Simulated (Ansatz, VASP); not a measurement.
Two plane-wave programs on SnBr4Cl

```
Sn Br Cl
1.0
     0.00000    4.45202    4.45202
     4.45202    0.00000    4.45202
     4.45202    4.45202    0.00000
Sn Br Cl
1 4 1
Direct
  0.75000 0.75000 0.75000
  0.87694 0.37435 0.37435
  0.37435 0.37435 0.37435
  0.37435 0.37435 0.87694
  0.37435 0.87694 0.37435
  0.00000 0.00000 0.00000
```

Change from the starting cell: species swapped into the TmCu4Ag type (F-43m, No. 216).

Alike in both runs: task single point; functional PBE; k mesh 4 × 4 × 4; occupations gaussian, width 0.1 eV; no spin polarisation.

```csv
,VASP,Ansatz
version,VASP 6.6.1,Ansatz 0.2.0
potentials or method,"VASP PAW PBE potentials, release 64 (Sn_d, Br, Cl), cutoff 520 eV","scalar-relativistic, plane waves, PAW"
valence electrons in the cell,49,49
```

|  | VASP | Ansatz | Ansatz less VASP |
| --- | --- | --- | --- |
| gap on the k mesh at the Fermi level (eV) | none | none | - |
| pressure (GPa) | -1.7 | -1.7 | +0.02 |
| rms of the force components (eV/Å) | 0.053 | 0.053 | +0.0001 |

Atom by atom the forces differ by 0.000 eV/Å (rms over components). A gap of «none» marks a metal or a gap that the smearing closes. With one functional, cell and mesh, what is left measures potentials, basis and numerics.
